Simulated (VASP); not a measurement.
# InSe (P1) in VASP: notebook

Runs on InSe. Level: PBE. Tasks: electric field gradients.

All numbers are computed with VASP 6.6.1; they aren't measurements. Logs are shortened: lines on timing, memory, paths and dates and some standing lists are left out, and cuts for length are marked.

## (1) The cell of the first run

The typed cell holds 4 atoms: a = 8.599 Å, b = 8.642 Å, c = 8.654 Å, α = 26.86°, β = 26.69°, γ = 26.83°.

## (2) Electric field gradients, PBE (equal xy, yz and zx shear strains of -1 %)

Input file INCAR:

```
SYSTEM = InSe
  PREC = Accurate
  ENCUT = 520
  EDIFF = 1E-8
  ISMEAR = -1
  SIGMA = 0.01
  LREAL = .False.
  LASPH = .True.
  NELM = 100
  ALGO = Normal
  ISIF = 2
  LWAVE = .False.
  LCHARG = .False.
  GGA = PE
  LEFG = .True.
  NBANDS = 27
```

Input file KPOINTS:

```
Automatic mesh
0
Gamma
  7 7 7
  0 0 0
```

Input file POSCAR:

```
InSe
1.0
    1.9526427986      1.1031169882      8.3008965001
   -2.0473565020      1.1231169848      8.3208964966
   -0.0300363466     -2.3509840230      8.3282170034
In Se
2 2
Direct
    0.0000000000      0.0000000000      0.0000000000
    0.1122000000      0.1122000000      0.1122000000
    0.6155000000      0.6155000000      0.6155000000
    0.8300000000      0.8300000000      0.8300000000
```

Potentials or basis: VASP PAW PBE potentials, release 64 (In_d, Se).

On the command line:

```bash
$ cat potpaw_PBE.64/In_d/POTCAR potpaw_PBE.64/Se/POTCAR > POTCAR
$ mpirun -np 1 vasp_std > vasp.out
```

OUTCAR:

```text
SYSTEM = InSe
   PREC = Accurate
   ENCUT = 520
   EDIFF = 1E-8
   ISMEAR = -1
   LREAL = .False.
   LASPH = .True.
   NELM = 100
   ISIF = 2
   GGA = PE

 ion  position               nearest neighbor table
   1  0.000  0.000  0.000-   3 2.63   3 2.64   3 2.65   2 2.80
   2  0.112  0.112  0.112-   4 2.61   4 2.65   4 2.65   1 2.80
   3  0.615  0.615  0.615-   1 2.63   1 2.64   1 2.65
   4  0.830  0.830  0.830-   2 2.61   2 2.65   2 2.65

  LATTYP: Found a triclinic cell.
 ALAT       =     4.0000992993
 B/A-ratio  =     1.0043097986
 C/A-ratio  =     2.1495768916
 COS(alpha) =     0.0048499483
 COS(beta)  =     0.2216166116
 COS(gamma) =     0.5064554505

  Lattice vectors:

 A1 = (  -3.9999993006,   0.0199999966,   0.0199999965)
 A2 = (  -2.0173201554,   3.4741010078,  -0.0073205068)
 A3 = (  -1.9526427986,  -1.1031169882,  -8.3008965001)

Analysis of symmetry for initial positions (statically):
=====================================================================
 Subroutine PRICEL returns:
 Original cell was already a primitive cell.

 Routine SETGRP: Setting up the symmetry group for a
 triclinic supercell.

 Subroutine GETGRP returns: Found  1 space group operations
 (whereof  1 operations were pure point group operations)
 out of a pool of  2 trial point group operations.

The static configuration has the point symmetry C_1 .

Analysis of symmetry for dynamics (positions and initial velocities):
=====================================================================
 Subroutine PRICEL returns:
 Original cell was already a primitive cell.

 Routine SETGRP: Setting up the symmetry group for a
 triclinic supercell.

 Subroutine GETGRP returns: Found  1 space group operations
 (whereof  1 operations were pure point group operations)
 out of a pool of  2 trial point group operations.

The dynamic configuration has the point symmetry C_1 .

 Subroutine INISYM returns: Found  1 space group operations
 (whereof  1 operations are pure point group operations),
 and found     1 'primitive' translations

----------------------------------------------------------------------------------------

                                     Primitive cell

  volume of cell :     115.2304

  direct lattice vectors                    reciprocal lattice vectors
     1.952642799  1.103116988  8.300896500     0.250939376  0.145802609  0.042063854
    -2.047356502  1.123116985  8.320896497    -0.249085838  0.143289919  0.039551165
    -0.030036347 -2.350984023  8.328217003    -0.001249284 -0.288488274  0.038631456

  length of vectors
     8.598521018  8.642359569  8.653740608     0.293254734  0.290069044  0.291066031

  position of ions in fractional coordinates (direct lattice)
     0.000000000  0.000000000  0.000000000
     0.112200000  0.112200000  0.112200000
     0.615500000  0.615500000  0.615500000
     0.830000000  0.830000000  0.830000000

  ion indices of the primitive-cell ions
   primitive index   ion index
                 1           1
                 2           2
                 3           3
                 4           4

----------------------------------------------------------------------------------------

 KPOINTS: Automatic mesh

Automatic generation of k-mesh.
 Grid dimensions read from file:
 generate k-points for:    7    7    7

 Generating k-lattice:

  Cartesian coordinates                     Fractional coordinates (reciprocal lattice)
     0.035848482  0.020828944  0.006009122     0.142857143 -0.000000000  0.000000000
    -0.035583691  0.020469988  0.005650166     0.000000000  0.142857143  0.000000000
    -0.000178469 -0.041212611  0.005518779     0.000000000 -0.000000000  0.142857143

  Length of vectors
     0.041893533  0.041438435  0.041580862

  Shift w.r.t. Gamma in fractional coordinates (k-lattice)
     0.000000000  0.000000000  0.000000000
[... 37 lines left out ...]
   dimension x,y,z NGXF=   128 NGYF=  128 NGZF=  128
   ions per type =               2   2
   NGX,Y,Z   is equivalent  to a cutoff of  12.37, 12.31, 12.29 a.u.
   NGXF,Y,Z  is equivalent  to a cutoff of  24.75, 24.62, 24.59 a.u.
 SYSTEM =  InSe
   PREC   = accura    normal or accurate (medium, high low for compatibility)
   ISTART =      0    job   : 0-new  1-cont  2-samecut
   ICHARG =      2    charge: 1-file 2-atom 10-const
   ISPIN  =      1    spin polarized calculation?
   LNONCOLLINEAR =      F non collinear calculations
   LSORBIT =      F    spin-orbit coupling
   LASPH  =      T    aspherical Exc in radial PAW
   ENCUT  =  520.0 eV  38.22 Ry    6.18 a.u.  15.99 16.07 16.09*2*pi/ulx,y,z
   NELM   =    100;   NELMIN=  2; NELMDL= -5     # of ELM steps
   EDIFF  = 0.1E-07   stopping-criterion for ELM
   LREAL  =      F    real-space projection
   EDIFFG = 0.1E-06   stopping-criterion for IOM
   NSW    =      0    number of steps for IOM
   IBRION =     -1    ionic relax: 0-MD 1-quasi-New 2-CG
   NFREE  =      0    steps in history (QN), initial steepest desc. (CG)
   ISIF   =      2    stress and relaxation
   ISYM   =      2    0-nonsym 1-usesym 2-fastsym
   POTIM  = 0.5000    time-step for ionic-motion
   TEBEG  =    0.0;   TEEND  =   0.0 temperature during run
   PSTRESS=    0.0 pullay stress
   NELECT =      38.0000    total number of electrons
   NUPDOWN=      -1.0000    fix difference up-down
   EMIN   =  10.00;   EMAX   =-10.00  energy-range for DOS
   EFERMI =   0.00;   METHOD = LEGACY
   ISMEAR =    -1;   SIGMA  =   0.01  broadening in eV -4-tet -1-fermi 0-gaus
   EFERMI_NEDOS =   21; number of points for ismear=-14 and -15
   IALGO  =     38    algorithm
   IMIX   =      4    mixing-type and parameters
     AMIX     =   0.40;   BMIX     =  1.00
     AMIX_MAG =   1.60;   BMIX_MAG =  1.00
  volume/ion in A,a.u.               =      28.81       194.40
  Fermi-wavevector in a.u.,A,eV,Ry     =   1.131046  2.137367 17.405459  1.279265
  Thomas-Fermi vector in A             =   2.267744
   LORBIT       =      0    0 simple, 1 ext, 2 COOP (PROOUT), +10 PAW based schemes
   GGA     = PE    functional components
   LHFCALC =     F    Hartree Fock is set to
   AEXX    =    0.0000 exact exchange contribution
   IVDW    =     0    specifies the selected vdW correction
   LEPSILON=     F    determine dielectric tensor
   LRPA    =     F    only Hartree local field effects (RPA)
 non-spin polarized calculation
  energy-cutoff  :      520.00
  volume of cell :      115.23
 maximum number of plane-waves:      3130
   NGX = 31   NGY = 33   NGZ = 33

 number of electron      37.9999996 magnetization

 Free energy of the ion-electron system (eV)
  ---------------------------------------------------
  ext. energy  EPLUGINS =         0.00000000
  ---------------------------------------------------
  free energy    TOTEN  =       -14.11789329 eV

  energy without entropy =      -14.11789329  energy(sigma->0) =      -14.11789329

 E-fermi :   4.3236     XC(G=0):  -8.9869

 val. band max:        4.1194776432   @ k =  -0.4286   0.4286   0.4286
 cond. band min:       4.8452135478   @ k =   0.4286   0.4286   0.4286
 fundamental gap:      0.7257359046
 Fermi energy:         4.3235575856

 k-point     1 :       0.0000    0.0000    0.0000
  band No.  band energies     occupation
      1     -10.5590      2.00000
      2     -10.3788      2.00000
      3     -10.3787      2.00000
      4     -10.3006      2.00000
      5     -10.2988      2.00000
      6     -10.2833      2.00000
[... 709 lines left out ...]
     26      11.0423      0.00000
     27      11.6738      0.00000

 [... further k-points ...]

------------------------ aborting loop because EDIFF is reached ----------------------------------------

  FORCE on cell =-STRESS in cart. coord.  units (eV):
  Direction    XX          YY          ZZ          XY          YZ          ZX
  --------------------------------------------------------------------------------------
  -------------------------------------------------------------------------------------
  Total        2.3106569      2.2893214      1.7888182      0.2632549      0.2777089      0.2890216
  in kB       32.1276379     31.8309862     24.8719334      3.6603265      3.8612958      4.0185892
  external PRESSURE =      29.6101859 kB  Pullay stress =       0.0000000 kB

 VOLUME and BASIS-vectors are now :
 -----------------------------------------------------------------------------
  energy-cutoff  :      520.00
  volume of cell :      115.23
      direct lattice vectors                 reciprocal lattice vectors
     1.952642799  1.103116988  8.300896500     0.250939376  0.145802609  0.042063854
    -2.047356502  1.123116985  8.320896497    -0.249085838  0.143289919  0.039551165
    -0.030036347 -2.350984023  8.328217003    -0.001249284 -0.288488274  0.038631456

 POSITION                                       TOTAL-FORCE (eV/Angst)
 -----------------------------------------------------------------------------------
      0.00000      0.00000      0.00000         0.008865      0.061735      0.231729
     -0.01400     -0.01400      2.79939        -0.113567     -0.061726     -0.232190
     -0.07678     -0.07678     15.35673        -0.022602     -0.078150     -0.181945
     -0.10354     -0.10354     20.70851         0.127305      0.078141      0.182407
 -----------------------------------------------------------------------------------
    total drift:                                0.000109      0.000096      0.000003

  FREE ENERGIE OF THE ION-ELECTRON SYSTEM (eV)
  ---------------------------------------------------
  free  energy   TOTEN  =       -14.1178932856 eV

  energy  without entropy=      -14.1178932856  energy(sigma->0) =      -14.11789329

 Electric field gradients (V/A^2)
---------------------------------------------------------------------
 ion       V_xx      V_yy      V_zz      V_xy      V_xz      V_yz
---------------------------------------------------------------------
   1      57.456    47.144  -104.600     2.450     2.457    -3.158
   2      47.163    57.755  -104.918    -8.194    -9.176    -3.424
   3      28.398    29.616   -58.014    -4.094    -3.773    -2.114
   4      31.806    30.248   -62.053    -2.680    -0.264    -1.996
---------------------------------------------------------------------

 Electric field gradients after diagonalization (V/A^2)
 (convention: |V_zz| > |V_xx| > |V_yy|)
----------------------------------------------------------------------
 ion       V_xx      V_yy      V_zz     asymmetry (V_yy - V_xx)/ V_zz
----------------------------------------------------------------------
   1      58.026    46.679  -104.705       0.108
   2      62.227    43.336  -105.563       0.179
   3      33.155    25.083   -58.238       0.139
   4      33.828    28.270   -62.098       0.089
----------------------------------------------------------------------

           NMR quadrupolar parameters

 Cq : quadrupolar parameter    Cq=e*Q*V_zz/h
 eta: asymmetry parameters     (V_yy - V_xx)/ V_zz
 Q  : nuclear electric quadrupole moment in mb (millibarn)
----------------------------------------------------------------------
 ion       Cq(MHz)       eta       Q (mb)
----------------------------------------------------------------------
   1      -0.253       0.108       1.000
   2      -0.255       0.179       1.000
   3      -0.141       0.139       1.000
   4      -0.150       0.089       1.000
----------------------------------------------------------------------
```

It took 75 min on 1 thread of Intel Xeon 8259CL, shared host; peak memory 0.87 GiB.

Results:

- Free energy: -14.1179 eV
- Pressure: 3.0 GPa
- Largest force: 0.266 eV/Å
- Band gap on the k mesh: 0.73 eV (least direct gap 0.74 eV)
- Largest electric field gradient by atom: In -104.7, -105.6; Se -58.2, -62.1 V/Å²

Forces in eV/Å, atoms in the order of the input:
```
In   0.009  0.062  0.232
In  -0.114 -0.062 -0.232
Se  -0.023 -0.078 -0.182
Se   0.127  0.078  0.182
```

Levels at points of the mesh, in eV from the valence-band top:
| k point | band 15 | band 16 | band 17 | band 18 | band 19 | band 20 | band 21 | band 22 | band 23 | band 24 |
| --- | --- | --- | --- | --- | --- | --- | --- | --- | --- | --- |
| (0.00, 0.00, 0.00) | -1.45 | -1.22 | -1.19 | -1.09 | -1.04 | 1.91 | 2.24 | 4.46 | 4.55 | 5.27 |

Electric field gradients, principal values (V/Å²):
| atom | least | middle | greatest (by size) |
| --- | --- | --- | --- |
| 1 In | 46.679 | 58.026 | -104.705 |
| 2 In | 43.336 | 62.227 | -105.563 |
| 3 Se | 25.083 | 33.155 | -58.238 |
| 4 Se | 28.270 | 33.828 | -62.098 |

Caveat: the cell differs from its parent crystal (equal xy, yz and zx shear strains of -1 %); without QUAD_EFG the Cq values of the log hold for a quadrupole moment of 1 mb, not for the nuclei; spin-orbit coupling is left out, which moves the levels of the heavy elements.

(Part 1 of 2 ends here.)
